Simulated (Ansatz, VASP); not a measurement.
# CaF2 in VASP and in Ansatz

```
Ca F
1.0
     0.00000    2.71959    2.71959
     2.71959    0.00000    2.71959
     2.71959    2.71959    0.00000
Ca F
1 2
Cartesian
  0.0000 0.0000 0.0000
  1.3598 1.3598 1.3598
  4.0794 4.0794 4.0794
```

Alike in both runs: task single point; functional HF; k mesh 6 × 6 × 6; no spin polarisation.

|  | VASP | Ansatz |
| --- | --- | --- |
| version | VASP 6.6.1 | Ansatz 0.2.0 |
| potentials or method | VASP PAW PBE potentials, release 64 (Ca_sv, F) | plane waves, PAW |
| plane-wave cutoff (eV) | 520 | 420 |
| occupations | gaussian, width 0.01 eV | fixed |
| valence electrons in the cell | 24 | 24 |

|  | VASP | Ansatz | Ansatz less VASP |
| --- | --- | --- | --- |
| gap on the k mesh at the Fermi level (eV) | 19.02 | 19.07 | +0.055 |
| pressure (GPa) | 4.7 | 3.9 | -0.80 |

VASP's potentials were made for PBE, not for HF. Ansatz's warnings: stress exchange threshold loose, stress scf threshold loose.
